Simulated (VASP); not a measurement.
# MgAl2C2 (P-3m1) in VASP: a series of runs, part 2 of 2

VASP 6.6.1. Earlier steps stand in the parts before.

## 5. Relaxation of shape and atoms at fixed volume, LDA (volume scaled by 0.98)

INCAR reads:

```
PREC = Accurate
ENCUT = 600
EDIFF = 1E-6
ISMEAR = 0
SIGMA = 0.01
LREAL = F
LASPH = T
NELM = 80
ALGO = Normal
ISIF = 4
LWAVE = F
LCHARG = F
IBRION = 2
NSW = 80
EDIFFG = -0.001
```

KPOINTS reads:

```
Automatic mesh
0
Gamma
  12 12 6
```

POSCAR reads:

```
MgAl2C2
1.0
    3.3245634805      0.0000000000      0.0000000000
   -1.6622817403      2.8791564306      0.0000000000
    0.0000000000      0.0000000000      5.6668308330
Mg Al C
1 2 2
Direct
    0.0000000000      0.0000000000      0.0000000000
    0.3333333333      0.6666666667      0.3495036925
    0.6666666667      0.3333333333      0.6504963075
    0.3333333333      0.6666666667      0.7310792029
    0.6666666667      0.3333333333      0.2689207971
```

Started as:

```sh
cat potpaw_LDA.64/Mg/POTCAR potpaw_LDA.64/Al/POTCAR potpaw_LDA.64/C/POTCAR > POTCAR
mpirun -np 1 vasp_std > vasp.out
```

It took 2.5 min on 1 thread of AMD EPYC 9R45 (Zen 5), shared host; peak memory 0.2 GiB.

The run converged. Its results:

```yaml
Free_energy: -31.0953 eV
Energy_gained_by_relaxing: 0.5 meV/atom
Ionic_steps: 13
Pressure_after_relaxing: 2.7 GPa
Band_gap_on_the_k_mesh: 1.78 eV, indirect (least direct gap 3.00 eV)
```

The path:
| step | energy change (eV) | largest force (eV/Å) | pressure (GPa) | volume (Å³) |
| --- | --- | --- | --- | --- |
| 1 | 0.0000 | 0.1347 | 3.21 | 54.24 |
| 2 | -0.0020 | 0.0432 | 2.86 | 54.24 |
| 3 | -0.0021 | 0.0406 | 2.73 | 54.24 |
| 4 | -0.0022 | 0.0060 | 2.71 | 54.24 |
| 5 | -0.0022 | 0.0039 | 2.70 | 54.24 |
| 6 | -0.0022 | 0.0031 | 2.70 | 54.24 |
| 7 | -0.0023 | 0.0008 | 2.71 | 54.24 |
| 8 | -0.0022 | 0.0017 | 2.70 | 54.24 |
| 9 | -0.0022 | 0.0013 | 2.70 | 54.24 |
| 10 | -0.0022 | 0.0011 | 2.70 | 54.24 |
| 11 | -0.0022 | 0.0011 | 2.70 | 54.24 |
| 12 | -0.0023 | 0.0012 | 2.70 | 54.24 |
| 13 | -0.0023 | 0.0008 | 2.70 | 54.24 |

Final structure:
```xyz
5
Lattice="3.3309 0.0000 0.0000 -1.6654 2.8846 0.0000 0.0000 0.0000 5.6454" Properties=species:S:1:pos:R:3 pbc="T T T"
Mg   -1.6654    2.8846    0.0000
Al    0.0000    1.9231    1.9705
Al    1.6654    0.9615    3.6749
C     0.0000    1.9231    4.1374
C     1.6654    0.9615    1.5080
```

Levels at points of the mesh, in eV from the valence-band top:
| k point | band 5 | band 6 | band 7 | band 8 | band 9 | band 10 | band 11 | band 12 |
| --- | --- | --- | --- | --- | --- | --- | --- | --- |
| (0.00, 0.00, 0.00) | -1.19 | -0.27 | -0.27 | -0.20 | 3.86 | 4.75 | 6.69 | 6.69 |
| (0.50, 0.00, 0.00) | -3.87 | -2.72 | -2.28 | -1.11 | 1.95 | 4.62 | 4.85 | 6.64 |
| (0.00, 0.00, 0.50) | -0.99 | -0.99 | -0.51 | -0.51 | 4.70 | 5.65 | 6.59 | 6.59 |
| (0.50, 0.00, 0.50) | -2.47 | -1.92 | -1.66 | -1.53 | 1.93 | 3.68 | 4.20 | 4.83 |

Caveat: the cell differs from its parent crystal (volume scaled by 0.98). A k mesh can miss the band edges.

## 6. Relaxation of cell and atoms, LDA

This run uses another cell than the first one, of 11.07 Å³/atom, 1.020 times its volume.

INCAR reads:

```
  PREC = Accurate
  ENCUT = 600
  EDIFF = 1E-6
  ISMEAR = 0
  SIGMA = 0.01
  LREAL = False
  LASPH = True
  NELM = 60
  ALGO = Normal
  ISIF = 3
  LWAVE = False
  LCHARG = False
  IBRION = 2
  NSW = 80
  EDIFFG = -0.001
```

KPOINTS is that of step 5.

POSCAR reads:

```
MgAl2C2
1.0
    3.3469210454      0.0000000000      0.0000000000
   -1.6734605227      2.8985186498      0.0000000000
    0.0000000000      0.0000000000      5.7049766799
Mg Al C
1 2 2
Direct
    0.0000000000      0.0000000000      0.0000000000
    0.3333333333      0.6666666667      0.3495522535
    0.6666666667      0.3333333333      0.6504477465
    0.3333333333      0.6666666667      0.7310617261
    0.6666666667      0.3333333333      0.2689382739
```

Potentials or basis: VASP PAW LDA potentials, release 64 (Mg, Al, C).

Started as:

```sh
cat potpaw_LDA.64/Mg/POTCAR potpaw_LDA.64/Al/POTCAR potpaw_LDA.64/C/POTCAR > POTCAR
mpirun -np 1 vasp_std > vasp.out
```

Run time: 98 s. Hardware: 1 thread of AMD EPYC 9R45 (Zen 5), shared host; peak memory 0.21 GiB.

The run converged. Its results:

```yaml
Free_energy: -31.1044 eV
Relaxed_volume: 11.05 Å³/atom
Relaxed_cell: a = 3.347 Å, b = 3.347 Å, c = 5.694 Å, α = 90.00°, β = 90.00°, γ = 120.00°
Space_group_after_relaxing_to_0.05_Å: P-3m1 (No. 164)
Energy_gained_by_relaxing: 0.0 meV/atom
Ionic_steps: 7
Pressure_after_relaxing: 0.0 GPa
Band_gap_on_the_k_mesh: 1.77 eV, indirect (least direct gap 2.98 eV)
```

The path:
```csv
step,energy change (eV),largest force (eV/Å),pressure (GPa),volume (Å³)
1,0.0000,0.0306,-0.17,55.34
2,-0.0002,0.0203,0.03,55.25
3,-0.0002,0.0150,0.14,55.20
4,-0.0002,0.0068,-0.04,55.24
5,-0.0002,0.0071,0.02,55.23
6,-0.0002,0.0069,0.02,55.22
7,-0.0002,0.0008,-0.01,55.24
```

Final structure:
```yaml
crystal:
  lattice:
    - [3.34677, 0.00000, 0.00000]
    - [-1.67339, 2.89839, 0.00000]
    - [0.00000, 0.00000, 5.69430]
  atoms:
    - { symbol: Mg, position: [0.00000, 0.00000, 0.00000] }
    - { symbol: Al, position: [0.33333, 0.66667, 0.34939] }
    - { symbol: Al, position: [0.66667, 0.33333, 0.65061] }
    - { symbol: C, position: [0.33333, 0.66667, 0.73162] }
    - { symbol: C, position: [0.66667, 0.33333, 0.26838] }
```

Levels at points of the mesh, in eV from the valence-band top:
```tsv
k point	band 4	band 5	band 6	band 7	band 8	band 9	band 10	band 11	band 12
(0.00, 0.00, 0.00)	-1.16	-1.16	-0.25	-0.25	-0.21	3.69	4.68	6.65	6.65
(0.50, 0.00, 0.00)	-5.18	-3.80	-2.67	-2.23	-1.09	1.96	4.52	4.77	6.62
(0.00, 0.00, 0.50)	-3.37	-0.97	-0.97	-0.48	-0.48	4.61	5.54	6.56	6.56
(0.50, 0.00, 0.50)	-6.15	-2.44	-1.90	-1.63	-1.49	1.91	3.65	4.10	4.75
```

## 7. Relaxation of shape and atoms at fixed volume, LDA (volume scaled by 1.02)

INCAR reads:

```
SYSTEM = MgAl2C2
ALGO = Normal
EDIFF = 1E-6
EDIFFG = -0.001
ENCUT = 600
IBRION = 2
ISIF = 4
ISMEAR = 0
LASPH = .TRUE.
LCHARG = .FALSE.
LREAL = .FALSE.
LWAVE = .FALSE.
NELM = 100
NSW = 80
PREC = Accurate
SIGMA = 0.01
```

KPOINTS reads:

```
k-points
0
G
  12 12 6
  0 0 0
```

POSCAR reads:

```
MgAl2C2
1.0
    3.3691938193      0.0000000000      0.0000000000
   -1.6845969096      2.9178074378      0.0000000000
    0.0000000000      0.0000000000      5.7429047540
Mg Al C
1 2 2
Direct
    0.0000000000      0.0000000000      0.0000000000
    0.3333333333      0.6666666667      0.3495036925
    0.6666666667      0.3333333333      0.6504963075
    0.3333333333      0.6666666667      0.7310792029
    0.6666666667      0.3333333333      0.2689207971
```

Started as:

```sh
cat potpaw_LDA.64/Mg/POTCAR potpaw_LDA.64/Al/POTCAR potpaw_LDA.64/C/POTCAR > POTCAR
mpirun -np 1 vasp_std > vasp.out
```

It took 2.3 min on 1 thread of AMD EPYC 9R45 (Zen 5), shared host; peak memory 0.2 GiB.

It converged, with:

| Item | Value |
| --- | --- |
| Free energy | -31.0935 eV |
| Energy gained by relaxing | 0.1 meV/atom |
| Ionic steps | 11 |
| Pressure after relaxing | -3.0 GPa |
| Band gap on the k mesh | 1.76 eV, indirect (least direct gap 2.96 eV) |

The path:
```tsv
step	energy change (eV)	largest force (eV/Å)	pressure (GPa)	volume (Å³)
1	0.0000	0.0677	-3.27	56.46
2	-0.0005	0.0258	-3.10	56.46
3	-0.0006	0.0185	-3.02	56.46
4	-0.0006	0.0189	-3.01	56.46
5	-0.0006	0.0041	-3.01	56.46
6	-0.0006	0.0015	-3.00	56.46
7	-0.0006	0.0021	-3.00	56.46
8	-0.0006	0.0009	-3.01	56.46
9	-0.0006	0.0016	-3.01	56.46
10	-0.0006	0.0011	-3.01	56.46
11	-0.0006	0.0008	-3.01	56.46
```

Final structure:
```
Mg Al C
1.0
     3.36587    0.00000    0.00000
    -1.68293    2.91493    0.00000
     0.00000    0.00000    5.75427
Mg Al C
1 2 2
Direct
  0.00000 0.00000 0.00000
  0.33333 0.66667 0.34979
  0.66667 0.33333 0.65021
  0.33333 0.66667 0.73008
  0.66667 0.33333 0.26992
```

Levels at points of the mesh, in eV from the valence-band top:
| k point | band 6 | band 7 | band 8 | band 9 | band 10 | band 11 |
| --- | --- | --- | --- | --- | --- | --- |
| (0.00, 0.00, 0.00) | -0.24 | -0.22 | -0.22 | 3.50 | 4.60 | 6.61 |
| (0.50, 0.00, 0.00) | -2.62 | -2.18 | -1.05 | 1.97 | 4.42 | 4.67 |
| (0.00, 0.00, 0.50) | -0.94 | -0.43 | -0.43 | 4.51 | 5.40 | 6.54 |
| (0.50, 0.00, 0.50) | -1.88 | -1.59 | -1.43 | 1.89 | 3.58 | 4.01 |

Caveat: the cell differs from its parent crystal (volume scaled by 1.02).

## 8. Overview

| task | cell | cutoff (eV) | gap on the mesh (eV) | pressure (GPa) | largest force (eV/Å) |
| --- | --- | --- | --- | --- | --- |
| single point | a = 3.329, b = 3.329, c = 5.650 Å, angles 90.0, 90.0, 120.0°, 5 atoms | 520 | 1.79 | 2.9 | 0.03 |
| single point | a = 3.347, b = 3.347, c = 5.705 Å, angles 90.0, 90.0, 120.0°, 5 atoms | 520 | 1.77 | -0.1 | 0.03 |
| single point | a = 3.364, b = 3.364, c = 5.760 Å, angles 90.0, 90.0, 120.0°, 5 atoms | 520 | 1.76 | -2.8 | 0.03 |
| relaxation of shape and atoms at fixed volume | relaxed from a = 3.325, b = 3.325, c = 5.667 Å, angles 90.0, 90.0, 120.0°, 5 atoms | 600 | 1.78 | 2.7 | - |
| relaxation of cell and atoms | relaxed from a = 3.347, b = 3.347, c = 5.705 Å, angles 90.0, 90.0, 120.0°, 5 atoms | 600 | 1.77 | 0.0 | - |
| relaxation of shape and atoms at fixed volume | relaxed from a = 3.369, b = 3.369, c = 5.743 Å, angles 90.0, 90.0, 120.0°, 5 atoms | 600 | 1.76 | -3.0 | - |

Alike in all rows: level LDA; potentials or basis VASP PAW LDA potentials, release 64 (Mg, Al, C); no spin polarisation; k mesh 12 × 12 × 6; smearing gaussian 0.01 eV.

Total energies depend on the potentials used, so only differences within one code and one set of settings carry meaning.
